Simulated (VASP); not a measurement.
# N (P4_2/mnm) in VASP: relaxation of cell and atoms with PBE

Aim: the relaxation of cell and atoms of N with PBE.

Everything below comes from runs of VASP 6.6.1. Logs are shortened: lines on timing, memory, paths and dates and some standing lists are left out, and cuts for length are marked.

### 1 The cell of the first run

The structure is tetragonal, space group P4_2/mnm (No. 136). The conventional cell has a = 4.095 Å, b = 4.095 Å, c = 5.322 Å, α = 90.00°, β = 90.00°, γ = 90.00°. Within 1.5 Å of N (site symmetry m2m) lie 1 N at 1.10 Å.

### 2 Relaxation of cell and atoms, PBE

INCAR

```
SYSTEM = N
ALGO = Normal ; EDIFF = 1E-7
EDIFFG = -0.02 ; ENCUT = 910
GGA = PE ; GGA_COMPAT = .FALSE.
IBRION = 2 ; ISIF = 3
ISMEAR = 0 ; LASPH = .TRUE.
LCHARG = .FALSE. ; LREAL = .FALSE.
LWAVE = .FALSE. ; NELM = 120
NELMIN = 4 ; NSW = 70
PREC = Accurate ; SIGMA = 0.02
```

KPOINTS

```
k-points
0
G
  6 6 4
  0 0 0
```

POSCAR

```
N
1.0
    4.0947785943      0.0000000000      0.0000000000
    0.0000000000      4.0947785943      0.0000000000
    0.0000000000      0.0000000000      5.3224813786
N
4
Direct
    0.9048749856      0.9048749856      0.0000000000
    0.5951250144      0.4048749856      0.5000000000
    0.0951250144      0.0951250144      0.0000000000
    0.4048749856      0.5951250144      0.5000000000
```

Potentials or basis: VASP PAW PBE potentials, release 64 (N_h).

Started as:

```bash
$ cat potpaw_PBE.64/N_h/POTCAR > POTCAR
$ mpirun -np 1 vasp_std > vasp.out
```

OUTCAR:

```text
SYSTEM = N
   EDIFF = 1E-7
   EDIFFG = -0.02
   ENCUT = 910
   GGA = PE
   IBRION = 2
   ISIF = 3
   ISMEAR = 0
   LASPH = .TRUE.
   LREAL = .FALSE.
   NELM = 120
   NELMIN = 4
   NSW = 70
   PREC = Accurate

 ion  position               nearest neighbor table
   1  0.905  0.905  0.000-   3 1.10
   2  0.595  0.405  0.500-   4 1.10
   3  0.095  0.095  0.000-   1 1.10
   4  0.405  0.595  0.500-   2 1.10

  LATTYP: Found a simple tetragonal cell.
 ALAT       =     4.0947785943
 C/A-ratio  =     1.2998215303

  Lattice vectors:

 A1 = (   4.0947785943,   0.0000000000,   0.0000000000)
 A2 = (   0.0000000000,   4.0947785943,   0.0000000000)
 A3 = (   0.0000000000,   0.0000000000,   5.3224813786)

Analysis of symmetry for initial positions (statically):
=====================================================================
 Subroutine PRICEL returns:
 Original cell was already a primitive cell.

 Routine SETGRP: Setting up the symmetry group for a
 simple tetragonal supercell.

 Subroutine GETGRP returns: Found 16 space group operations
 (whereof  8 operations were pure point group operations)
 out of a pool of 16 trial point group operations.

The static configuration has the point symmetry D_2h.
 The point group associated with its full space group is D_4h.

Analysis of symmetry for dynamics (positions and initial velocities):
=====================================================================
 Subroutine PRICEL returns:
 Original cell was already a primitive cell.

 Routine SETGRP: Setting up the symmetry group for a
 simple tetragonal supercell.

 Subroutine GETGRP returns: Found 16 space group operations
 (whereof  8 operations were pure point group operations)
 out of a pool of 16 trial point group operations.

The dynamic configuration has the point symmetry D_2h.
 The point group associated with its full space group is D_4h.

 Subroutine INISYM returns: Found 16 space group operations
 (whereof  8 operations are pure point group operations),
 and found     1 'primitive' translations

----------------------------------------------------------------------------------------

                                     Primitive cell

  volume of cell :      89.2432

  direct lattice vectors                    reciprocal lattice vectors
     4.094778594  0.000000000  0.000000000     0.244213448  0.000000000  0.000000000
     0.000000000  4.094778594  0.000000000     0.000000000  0.244213448  0.000000000
     0.000000000  0.000000000  5.322481379     0.000000000  0.000000000  0.187882292

  length of vectors
     4.094778594  4.094778594  5.322481379     0.244213448  0.244213448  0.187882292

  position of ions in fractional coordinates (direct lattice)
     0.904874986  0.904874986  0.000000000
     0.595125014  0.404874986  0.500000000
     0.095125014  0.095125014  0.000000000
     0.404874986  0.595125014  0.500000000

  ion indices of the primitive-cell ions
   primitive index   ion index
                 1           1
                 2           2
                 3           3
                 4           4

----------------------------------------------------------------------------------------

 KPOINTS: k-points

Automatic generation of k-mesh.
 Grid dimensions read from file:
 generate k-points for:    6    6    4

 Generating k-lattice:

  Cartesian coordinates                     Fractional coordinates (reciprocal lattice)
     0.040702241  0.000000000  0.000000000     0.166666667  0.000000000  0.000000000
     0.000000000  0.040702241  0.000000000     0.000000000  0.166666667  0.000000000
     0.000000000  0.000000000  0.046970573     0.000000000  0.000000000  0.250000000

  Length of vectors
     0.040702241  0.040702241  0.046970573

  Shift w.r.t. Gamma in fractional coordinates (k-lattice)
     0.000000000  0.000000000  0.000000000

 Subroutine IBZKPT returns following result:
 ===========================================

 Found     30 irreducible k-points:

 Following reciprocal coordinates:
            Coordinates               Weight
  0.000000  0.000000  0.000000      1.000000
  0.166667  0.000000  0.000000      4.000000
  0.333333  0.000000  0.000000      4.000000
  0.500000  0.000000  0.000000      2.000000
  0.166667  0.166667  0.000000      4.000000
  0.333333  0.166667  0.000000      8.000000
[... 16 lines left out ...]
  0.333333  0.000000  0.500000      4.000000
  0.500000  0.000000  0.500000      2.000000
 [... further k-points ...]
   k-points           NKPTS =     30   k-points in BZ     NKDIM =     30   number of bands    NBANDS=     14
   number of dos      NEDOS =    301   number of ions     NIONS =      4
   total plane-waves  NPLWV =  86400
   dimension x,y,z NGX =    40 NGY =   40 NGZ =   54
   dimension x,y,z NGXF=    80 NGYF=   80 NGZF=  108
   ions per type =               4
   NGX,Y,Z   is equivalent  to a cutoff of  16.24, 16.24, 16.87 a.u.
   NGXF,Y,Z  is equivalent  to a cutoff of  32.48, 32.48, 33.73 a.u.
 SYSTEM =  N
   PREC   = accura    normal or accurate (medium, high low for compatibility)
   ISTART =      0    job   : 0-new  1-cont  2-samecut
   ICHARG =      2    charge: 1-file 2-atom 10-const
   ISPIN  =      1    spin polarized calculation?
   LNONCOLLINEAR =      F non collinear calculations
   LSORBIT =      F    spin-orbit coupling
   LASPH  =      T    aspherical Exc in radial PAW
   ENCUT  =  910.0 eV  66.88 Ry    8.18 a.u.  10.07 10.07 13.09*2*pi/ulx,y,z
   NELM   =    120;   NELMIN=  4; NELMDL= -5     # of ELM steps
   EDIFF  = 0.1E-06   stopping-criterion for ELM
   LREAL  =      F    real-space projection
   EDIFFG = -.2E-01   stopping-criterion for IOM
   NSW    =     70    number of steps for IOM
   IBRION =      2    ionic relax: 0-MD 1-quasi-New 2-CG
   NFREE  =      1    steps in history (QN), initial steepest desc. (CG)
   ISIF   =      3    stress and relaxation
   ISYM   =      2    0-nonsym 1-usesym 2-fastsym
   POTIM  = 0.5000    time-step for ionic-motion
   TEBEG  =    0.0;   TEEND  =   0.0 temperature during run
   PSTRESS=    0.0 pullay stress
   NELECT =      20.0000    total number of electrons
   NUPDOWN=      -1.0000    fix difference up-down
   EMIN   =  10.00;   EMAX   =-10.00  energy-range for DOS
   EFERMI =   0.00;   METHOD = LEGACY
   ISMEAR =     0;   SIGMA  =   0.02  broadening in eV -4-tet -1-fermi 0-gaus
   EFERMI_NEDOS =   21; number of points for ismear=-14 and -15
   IALGO  =     38    algorithm
   IMIX   =      4    mixing-type and parameters
     AMIX     =   0.40;   BMIX     =  1.00
     AMIX_MAG =   1.60;   BMIX_MAG =  1.00
  volume/ion in A,a.u.               =      22.31       150.56
  Fermi-wavevector in a.u.,A,eV,Ry     =   0.994397  1.879138 13.453788  0.988826
  Thomas-Fermi vector in A             =   2.126345
   LORBIT       =      0    0 simple, 1 ext, 2 COOP (PROOUT), +10 PAW based schemes
   GGA     = PE    functional components
   LHFCALC =     F    Hartree Fock is set to
   AEXX    =    0.0000 exact exchange contribution
   IVDW    =     0    specifies the selected vdW correction
   LEPSILON=     F    determine dielectric tensor
   LRPA    =     F    only Hartree local field effects (RPA)
 conjugate gradient relaxation of ions
 non-spin polarized calculation
 Gauss-broadening in eV      SIGMA  =   0.02
  energy-cutoff  :      910.00
  volume of cell :       89.24
 maximum number of plane-waves:      5592
   NGX = 21   NGY = 21   NGZ = 27

--------------------------------------- Ionic step        1  -------------------------------------------

 number of electron      20.0000000 magnetization

 Free energy of the ion-electron system (eV)
  ---------------------------------------------------
  ext. energy  EPLUGINS =         0.00000000
  ---------------------------------------------------
  free energy    TOTEN  =       -33.66010023 eV

  energy without entropy =      -33.66010023  energy(sigma->0) =      -33.66010023

------------------------ aborting loop because EDIFF is reached ----------------------------------------

  FORCE on cell =-STRESS in cart. coord.  units (eV):
  Direction    XX          YY          ZZ          XY          YZ          ZX
  --------------------------------------------------------------------------------------
  -------------------------------------------------------------------------------------
  Total        0.2250911      0.2250911      0.1755897      0.0000000      0.0000000      0.0000000
  in kB        4.0410464      4.0410464      3.1523520      0.0000000      0.0000000      0.0000000
  external PRESSURE =       3.7448149 kB  Pullay stress =       0.0000000 kB

 VOLUME and BASIS-vectors are now :
 -----------------------------------------------------------------------------
  energy-cutoff  :      910.00
  volume of cell :       89.24
      direct lattice vectors                 reciprocal lattice vectors
     4.094778594  0.000000000  0.000000000     0.244213448  0.000000000  0.000000000
     0.000000000  4.094778594  0.000000000     0.000000000  0.244213448  0.000000000
     0.000000000  0.000000000  5.322481379     0.000000000  0.000000000  0.187882292
[... 153 lines left out ...]
 POSITION                                       TOTAL-FORCE (eV/Angst)
 -----------------------------------------------------------------------------------
      3.73683      3.73683      0.00000         0.038133      0.038133     -0.000000
      2.45313      1.67351      2.68643        -0.038133      0.038133     -0.000000
      0.38981      0.38981      0.00000        -0.038133     -0.038133      0.000000
      1.67351      2.45313      2.68643         0.038133     -0.038133      0.000000
 -----------------------------------------------------------------------------------
    total drift:                                0.000000     -0.000000      0.000000

  FREE ENERGIE OF THE ION-ELECTRON SYSTEM (eV)
  ---------------------------------------------------
  free  energy   TOTEN  =       -33.6632236281 eV

  energy  without entropy=      -33.6632236281  energy(sigma->0) =      -33.66322363

--------------------------------------- Ionic step        6  -------------------------------------------

 number of electron      19.9999999 magnetization

 Free energy of the ion-electron system (eV)
  ---------------------------------------------------
  ext. energy  EPLUGINS =         0.00000000
  ---------------------------------------------------
  free energy    TOTEN  =       -33.66375421 eV

  energy without entropy =      -33.66375421  energy(sigma->0) =      -33.66375421

 E-fermi :  -6.2875     XC(G=0):  -6.2729

 val. band max:       -6.4197745962   @ k =   0.5000   0.5000   0.5000
 cond. band min:       0.6771473844   @ k =   0.0000   0.0000   0.0000
 fundamental gap:      7.0969219805
 Fermi energy:        -6.2875174046

 k-point     1 :       0.0000    0.0000    0.0000
  band No.  band energies     occupation
      1     -24.6209      2.00000
      2     -24.5699      2.00000
      3      -9.7901      2.00000
      4      -9.7901      2.00000
      5      -8.2950      2.00000
      6      -7.8097      2.00000
      7      -7.8097      2.00000
      8      -7.7243      2.00000
      9      -7.2880      2.00000
     10      -6.5820      2.00000
     11       0.6771      0.00000
     12       1.4901      0.00000
     13       1.8195      0.00000
     14       1.8195      0.00000

 k-point     2 :       0.1667    0.0000    0.0000
  band No.  band energies     occupation
      1     -24.6150      2.00000
      2     -24.5709      2.00000
      3      -9.8411      2.00000
      4      -9.8389      2.00000
      5      -8.2501      2.00000
      6      -7.9126      2.00000
      7      -7.8475      2.00000
      8      -7.7546      2.00000
      9      -7.1032      2.00000
     10      -6.5573      2.00000
[... 362 lines left out ...]
 k-point    24 :       0.5000    0.0000    0.5000
  band No.  band energies     occupation
      1     -24.5855      2.00000
      2     -24.5855      2.00000
      3     -10.0025      2.00000
      4     -10.0025      2.00000
      5      -8.1118      2.00000
      6      -8.1118      2.00000
      7      -7.8064      2.00000
      8      -7.8064      2.00000
      9      -6.6634      2.00000
     10      -6.6634      2.00000
     11       1.2812      0.00000
     12       1.2812      0.00000
     13       1.9061      0.00000
     14       1.9061      0.00000

 [... further k-points ...]
[... 5 lines left out ...]
  --------------------------------------------------------------------------------------
  -------------------------------------------------------------------------------------
  Total       -0.0553140     -0.0553140     -0.0528694     -0.0000000      0.0000000      0.0000000
  in kB       -0.9345686     -0.9345686     -0.8932659     -0.0000000      0.0000000      0.0000000
  external PRESSURE =      -0.9208010 kB  Pullay stress =       0.0000000 kB

 VOLUME and BASIS-vectors are now :
 -----------------------------------------------------------------------------
  energy-cutoff  :      910.00
  volume of cell :       94.83
      direct lattice vectors                 reciprocal lattice vectors
     4.172592533 -0.000000000  0.000000000     0.239659155  0.000000000  0.000000000
     0.000000000  4.172592533  0.000000000     0.000000000  0.239659155  0.000000000
     0.000000000  0.000000000  5.446564371     0.000000000  0.000000000  0.183601979

 POSITION                                       TOTAL-FORCE (eV/Angst)
 -----------------------------------------------------------------------------------
      3.78289      3.78289      5.44656        -0.000994     -0.000994      0.000000
      2.47600      1.69660      2.72328         0.000994     -0.000994     -0.000000
      0.38970      0.38970      0.00000         0.000994      0.000994     -0.000000
      1.69660      2.47600      2.72328        -0.000994      0.000994     -0.000000
 -----------------------------------------------------------------------------------
    total drift:                               -0.000000      0.000000     -0.000000

  FREE ENERGIE OF THE ION-ELECTRON SYSTEM (eV)
  ---------------------------------------------------
  free  energy   TOTEN  =       -33.6637542075 eV

  energy  without entropy=      -33.6637542075  energy(sigma->0) =      -33.66375421

 reached required accuracy - stopping structural energy minimisation
```

It took 4.5 min on 1 thread of Intel Xeon Platinum 8375C at 2.90GHz (Ice Lake), shared host; peak memory 0.3 GiB.

What came out:

- Free energy: -33.6638 eV
- Relaxed volume: 23.71 Å³/atom
- Relaxed cell: a = 4.173 Å, b = 4.173 Å, c = 5.447 Å, α = 90.00°, β = 90.00°, γ = 90.00°
- Space group after relaxing (to 0.1 Å): P4_2/mnm (No. 136)
- Energy gained by relaxing: 0.9 meV/atom
- Ionic steps: 6
- Pressure after relaxing: -0.1 GPa
- Band gap on the k mesh: 7.10 eV (least direct gap 7.26 eV)

Step by step:
```tsv
step	energy change (eV)	largest force (eV/Å)	pressure (GPa)	volume (Å³)
1	0.0000	0.0549	0.37	89.24
2	0.0076	1.0969	-1.18	89.92
3	-0.0001	0.0765	0.20	89.32
4	-0.0011	0.0722	0.16	89.86
5	-0.0031	0.0539	0.07	91.50
6	-0.0037	0.0014	-0.09	94.83
```

Final structure:
```
N
1.0
     4.17259    0.00000    0.00000
     0.00000    4.17259    0.00000
     0.00000    0.00000    5.44656
N
4
Direct
  0.90660 0.90660 0.00000
  0.59340 0.40660 0.50000
  0.09340 0.09340 0.00000
  0.40660 0.59340 0.50000
```

Caveat: the cutoff is under 1.25 times the usual one of these potentials, so pressure, stress and relaxed cells hold a basis-set (Pulay) error; this functional lacks dispersion, which holds the molecules together, so the pressure and a relaxed volume are unreliable. A k mesh can miss the band edges.
